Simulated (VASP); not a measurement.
# TaN (P4/mmm) in VASP: settings compared

The runs below take TaN through single point, with LDA, LDA+U.

All numbers are computed with VASP 6.6.1; they aren't measurements. Logs are shortened: lines on timing, memory, paths and dates and some standing lists are left out, and cuts for length are marked.

## Step 1: The cell of the first run

Symmetry: P4/mmm, No. 123, tetragonal system. Conventional cell: a = 2.924 Å, b = 2.924 Å, c = 2.985 Å, α = 90.00°, β = 90.00°, γ = 90.00°. Ta (site symmetry 4/mmm) has 4 N at 2.07 Å within 2.7 Å. N (site symmetry 4/mmm) has 4 Ta at 2.07 Å within 2.7 Å.

## Step 2: Single point, LDA

File INCAR:

```
SYSTEM = TaN
PREC = Accurate
ENCUT = 600
EDIFF = 1E-6
ISMEAR = -1
SIGMA = 0.05
LREAL = .FALSE.
LASPH = .TRUE.
NELM = 120
ALGO = Normal
ISIF = 2
LWAVE = .FALSE.
LCHARG = .FALSE.
GGA = CA
NBANDS = 26
GGA_COMPAT = .FALSE.
```

File KPOINTS:

```
Automatic mesh
0
G
  8 8 6
  0 0 0
```

File POSCAR:

```
TaN
1.0
    4.1355771175      0.0000000000      0.0000000000
    0.0000000000      4.1355771175      0.0000000000
    0.0000000000      0.0000000000      2.9850154732
Ta N
2 2
Direct
    0.0000000000      0.0000000000      0.0000000000
    0.5000000000      0.5000000000      0.0000000000
    0.5000000000      0.0000000000     -0.0000004372
    0.0000000000      0.5000000000      1.0000004372
```

Potentials or basis: VASP PAW LDA potentials, release 64 (Ta_sv_GW, N).

On the command line:

```sh
$ cat potpaw_LDA.64/Ta_sv_GW/POTCAR potpaw_LDA.64/N/POTCAR > POTCAR
$ mpirun -np 1 vasp_std > vasp.out
```

OUTCAR:

```text
SYSTEM = TaN
   PREC = Accurate
   ENCUT = 600
   EDIFF = 1E-6
   ISMEAR = -1
   LREAL = .FALSE.
   LASPH = .TRUE.
   NELM = 120
   ISIF = 2
   GGA = CA

 ion  position               nearest neighbor table
   1  0.000  0.000  0.000-   3 2.07   4 2.07   4 2.07   3 2.07   2 2.92   2 2.92   2 2.92   2 2.92

   2  0.500  0.500  0.000-   3 2.07   4 2.07   3 2.07   4 2.07   1 2.92   1 2.92   1 2.92   1 2.92

   3  0.500  0.000  1.000-   1 2.07   2 2.07   2 2.07   1 2.07
   4  0.000  0.500  0.000-   1 2.07   2 2.07   1 2.07   2 2.07

  LATTYP: Found a simple tetragonal cell.
 ALAT       =     4.1355771175
 C/A-ratio  =     0.7217893388

  Lattice vectors:

 A1 = (   4.1355771175,   0.0000000000,   0.0000000000)
 A2 = (   0.0000000000,   4.1355771175,   0.0000000000)
 A3 = (   0.0000000000,   0.0000000000,   2.9850154732)

Analysis of symmetry for initial positions (statically):
=====================================================================
 Subroutine PRICEL returns following result:

  LATTYP: Found a simple tetragonal cell.
 ALAT       =     2.9242946239
 C/A-ratio  =     1.0207642721

  Lattice vectors:

 A1 = (   2.0677885587,  -2.0677885587,   0.0000000000)
 A2 = (   2.0677885587,   2.0677885588,   0.0000000000)
 A3 = (   0.0000000000,   0.0000000000,   2.9850154732)

   2 primitive cells build up your supercell.

 Routine SETGRP: Setting up the symmetry group for a
 simple tetragonal supercell.

 Subroutine GETGRP returns: Found 16 space group operations
 (whereof 16 operations were pure point group operations)
 out of a pool of 16 trial point group operations.

The static configuration has the point symmetry D_4h.

Analysis of symmetry for dynamics (positions and initial velocities):
=====================================================================
 Subroutine PRICEL returns following result:

  LATTYP: Found a simple tetragonal cell.
 ALAT       =     2.9242946239
 C/A-ratio  =     1.0207642721

  Lattice vectors:

 A1 = (   2.0677885587,  -2.0677885587,   0.0000000000)
 A2 = (   2.0677885587,   2.0677885588,   0.0000000000)
 A3 = (   0.0000000000,   0.0000000000,   2.9850154732)

   2 primitive cells build up your supercell.

 Routine SETGRP: Setting up the symmetry group for a
 simple tetragonal supercell.

 Subroutine GETGRP returns: Found 16 space group operations
 (whereof 16 operations were pure point group operations)
 out of a pool of 16 trial point group operations.

The dynamic configuration has the point symmetry D_4h.

 Subroutine INISYM returns: Found 16 space group operations
 (whereof 16 operations are pure point group operations),
 and found     2 'primitive' translations

----------------------------------------------------------------------------------------

                                     Primitive cell

  volume of cell :      25.5264

  direct lattice vectors                    reciprocal lattice vectors
     2.067788559 -2.067788559  0.000000000     0.241804220 -0.241804220  0.000000000
     2.067788559  2.067788559  0.000000000     0.241804220  0.241804220  0.000000000
     0.000000000  0.000000000  2.985015473     0.000000000  0.000000000  0.335006639

  length of vectors
     2.924294624  2.924294624  2.985015473     0.341962808  0.341962808  0.335006639

  position of ions in fractional coordinates (direct lattice)
     0.000000000  0.000000000  0.000000000
     0.500000000  0.500000000  0.999999563

  ion indices of the primitive-cell ions
   primitive index   ion index
                 1           1
                 2           3

----------------------------------------------------------------------------------------

 KPOINTS: Automatic mesh

Automatic generation of k-mesh.
 Grid dimensions read from file:
 generate k-points for:    8    8    6

 Generating k-lattice:

  Cartesian coordinates                     Fractional coordinates (reciprocal lattice)
     0.030225528  0.000000000  0.000000000     0.125000000  0.000000000  0.000000000
     0.000000000  0.030225528  0.000000000     0.000000000  0.125000000  0.000000000
     0.000000000  0.000000000  0.055834440     0.000000000  0.000000000  0.166666667

  Length of vectors
     0.030225528  0.030225528  0.055834440

  Shift w.r.t. Gamma in fractional coordinates (k-lattice)
     0.000000000  0.000000000  0.000000000

 Subroutine IBZKPT returns following result:
 ===========================================

 Found     60 irreducible k-points:

 Following reciprocal coordinates:
            Coordinates               Weight
  0.000000  0.000000  0.000000      1.000000
  0.125000  0.000000  0.000000      4.000000
  0.250000  0.000000  0.000000      4.000000
  0.375000  0.000000  0.000000      4.000000
  0.500000  0.000000  0.000000      2.000000
  0.125000  0.125000  0.000000      4.000000
[... 16 lines left out ...]
  0.375000  0.125000  0.166667     16.000000
  0.500000  0.125000  0.166667      8.000000
 [... further k-points ...]
   k-points           NKPTS =     60   k-points in BZ     NKDIM =     60   number of bands    NBANDS=     26
   number of dos      NEDOS =    301   number of ions     NIONS =      4
   total plane-waves  NPLWV =  31104
   dimension x,y,z NGX =    36 NGY =   36 NGZ =   24
   dimension x,y,z NGXF=    72 NGYF=   72 NGZF=   48
   ions per type =               2   2
   NGX,Y,Z   is equivalent  to a cutoff of  14.47, 14.47, 13.37 a.u.
   NGXF,Y,Z  is equivalent  to a cutoff of  28.94, 28.94, 26.73 a.u.
 SYSTEM =  TaN
   PREC   = accura    normal or accurate (medium, high low for compatibility)
   ISTART =      0    job   : 0-new  1-cont  2-samecut
   ICHARG =      2    charge: 1-file 2-atom 10-const
   ISPIN  =      1    spin polarized calculation?
   LNONCOLLINEAR =      F non collinear calculations
   LSORBIT =      F    spin-orbit coupling
   LASPH  =      T    aspherical Exc in radial PAW
   ENCUT  =  600.0 eV  44.10 Ry    6.64 a.u.   8.26  8.26  5.96*2*pi/ulx,y,z
   NELM   =    120;   NELMIN=  2; NELMDL= -5     # of ELM steps
   EDIFF  = 0.1E-05   stopping-criterion for ELM
   LREAL  =      F    real-space projection
   EDIFFG = 0.1E-04   stopping-criterion for IOM
   NSW    =      0    number of steps for IOM
   IBRION =     -1    ionic relax: 0-MD 1-quasi-New 2-CG
   NFREE  =      0    steps in history (QN), initial steepest desc. (CG)
   ISIF   =      2    stress and relaxation
   ISYM   =      2    0-nonsym 1-usesym 2-fastsym
   POTIM  = 0.5000    time-step for ionic-motion
   TEBEG  =    0.0;   TEEND  =   0.0 temperature during run
   PSTRESS=    0.0 pullay stress
   NELECT =      36.0000    total number of electrons
   NUPDOWN=      -1.0000    fix difference up-down
   EMIN   =  10.00;   EMAX   =-10.00  energy-range for DOS
   EFERMI =   0.00;   METHOD = LEGACY
   ISMEAR =    -1;   SIGMA  =   0.05  broadening in eV -4-tet -1-fermi 0-gaus
   EFERMI_NEDOS =   21; number of points for ismear=-14 and -15
   IALGO  =     38    algorithm
   IMIX   =      4    mixing-type and parameters
     AMIX     =   0.40;   BMIX     =  1.00
     AMIX_MAG =   1.60;   BMIX_MAG =  1.00
  volume/ion in A,a.u.               =      12.76        86.13
  Fermi-wavevector in a.u.,A,eV,Ry     =   1.457145  2.753604 28.888857  2.123271
  Thomas-Fermi vector in A             =   2.573981
   LORBIT       =      0    0 simple, 1 ext, 2 COOP (PROOUT), +10 PAW based schemes
   GGA     = CA    functional components
   LHFCALC =     F    Hartree Fock is set to
   AEXX    =    0.0000 exact exchange contribution
   IVDW    =     0    specifies the selected vdW correction
   LEPSILON=     F    determine dielectric tensor
   LRPA    =     F    only Hartree local field effects (RPA)
 non-spin polarized calculation
  energy-cutoff  :      600.00
  volume of cell :       51.05
 maximum number of plane-waves:      1724
 NGX is ok and might be reduce to    36
   NGX = 17   NGY = 17   NGZ = 11

 number of electron      36.0000003 magnetization

 Free energy of the ion-electron system (eV)
  ---------------------------------------------------
  ext. energy  EPLUGINS =         0.00000000
  ---------------------------------------------------
  free energy    TOTEN  =       -52.14118992 eV

  energy without entropy =      -52.12984400  energy(sigma->0) =      -52.13551696

 E-fermi :   9.5547     XC(G=0): -12.8129

 val. band max:        9.5481550106   @ k =   0.2500   0.2500   0.1667
 cond. band min:       9.5900296256   @ k =   0.5000   0.2500   0.3333
 fundamental gap:      0.0418746151
 Fermi energy:         9.5547295321

 k-point     1 :       0.0000    0.0000    0.0000
  band No.  band energies     occupation
      1     -58.5601      2.00000
      2     -58.4726      2.00000
      3     -25.7418      2.00000
      4     -25.7418      2.00000
      5     -25.0760      2.00000
      6     -25.0760      2.00000
[... 18 lines left out ...]
     25      15.3388      0.00000
     26      15.4789      0.00000

 k-point     2 :       0.1250    0.0000    0.0000
  band No.  band energies     occupation
      1     -58.5566      2.00000
      2     -58.4759      2.00000
      3     -25.7243      2.00000
      4     -25.7175      2.00000
      5     -25.1103      2.00000
      6     -25.1025      2.00000
[... 18 lines left out ...]
     25      15.1061      0.00000
     26      15.8853      0.00000

 k-point     3 :       0.2500    0.0000    0.0000
  band No.  band energies     occupation
      1     -58.5471      2.00000
      2     -58.4852      2.00000
      3     -25.6714      2.00000
      4     -25.6479      2.00000
      5     -25.2035      2.00000
      6     -25.1773      2.00000
[... 18 lines left out ...]
     25      14.4024      0.00000
     26      16.2565      0.00000

 k-point     4 :       0.3750    0.0000    0.0000
  band No.  band energies     occupation
      1     -58.5328      2.00000
      2     -58.4995      2.00000
      3     -25.5836      2.00000
      4     -25.5426      2.00000
      5     -25.3314      2.00000
      6     -25.2879      2.00000
[... 18 lines left out ...]
     25      14.5369      0.00000
     26      15.6976      0.00000
[... 496 lines left out ...]
      1     -58.5373      2.00000
      2     -58.4804      2.00000
      3     -25.7553      2.00000
      4     -25.5020      2.00000
      5     -25.3340      2.00000
      6     -25.0839      2.00000
[... 18 lines left out ...]
     25      14.8940      0.00000
     26      17.0613      0.00000

 k-point    23 :       0.3750    0.1250    0.1667
  band No.  band energies     occupation
      1     -58.5242      2.00000
      2     -58.4934      2.00000
      3     -25.7075      2.00000
      4     -25.4814      2.00000
      5     -25.3712      2.00000
      6     -25.1323      2.00000
[... 18 lines left out ...]
     25      15.5527      0.00000
     26      16.5798      0.00000

 k-point    24 :       0.5000    0.1250    0.1667
  band No.  band energies     occupation
      1     -58.5088      2.00000
      2     -58.5088      2.00000
      3     -25.6125      2.00000
      4     -25.6125      2.00000
      5     -25.2415      2.00000
      6     -25.2415      2.00000
[... 18 lines left out ...]
     25      16.0806      0.00000
     26      16.0806      0.00000

 [... further k-points ...]
[... 5 lines left out ...]
  --------------------------------------------------------------------------------------
  -------------------------------------------------------------------------------------
  Total        0.4247134      0.4247134     -0.0113786      0.0000000      0.0000000      0.0000000
  in kB       13.3286977     13.3286977     -0.3570929      0.0000000      0.0000000      0.0000000
  external PRESSURE =       8.7667675 kB  Pullay stress =       0.0000000 kB

 VOLUME and BASIS-vectors are now :
 -----------------------------------------------------------------------------
  energy-cutoff  :      600.00
  volume of cell :       51.05
      direct lattice vectors                 reciprocal lattice vectors
     4.135577117  0.000000000  0.000000000     0.241804220  0.000000000  0.000000000
     0.000000000  4.135577117  0.000000000     0.000000000  0.241804220  0.000000000
     0.000000000  0.000000000  2.985015473     0.000000000  0.000000000  0.335006639

 POSITION                                       TOTAL-FORCE (eV/Angst)
 -----------------------------------------------------------------------------------
      0.00000      0.00000      0.00000         0.000000     -0.000000      0.000000
      2.06779      2.06779      0.00000         0.000000     -0.000000     -0.000000
      2.06779      0.00000      2.98501        -0.000000      0.000000      0.000000
      0.00000      2.06779      0.00000        -0.000000      0.000000      0.000000
 -----------------------------------------------------------------------------------
    total drift:                                0.000000      0.000000      0.000000

  FREE ENERGIE OF THE ION-ELECTRON SYSTEM (eV)
  ---------------------------------------------------
  free  energy   TOTEN  =       -52.1411899159 eV

  energy  without entropy=      -52.1298439986  energy(sigma->0) =      -52.13551696
```

Run time: 70 s. Hardware: 1 thread of AMD EPYC 9R45 (Zen 5), shared host; peak memory 0.19 GiB.

Results:

| Property | Result |
| --- | --- |
| Free energy | -52.1412 eV |
| Pressure | 0.9 GPa |
| Band gap on the k mesh | zero (band 18 reaches 11.28 eV, above the bottom of band 19 at 7.44 eV) |

Stress tensor (GPa, compression positive):
```
 1.33  0.00  0.00
 0.00  1.33  0.00
 0.00  0.00 -0.04
```

Caveat: spin-orbit coupling is left out, which moves the levels of the heavy elements.

[end of part 1 of 2]
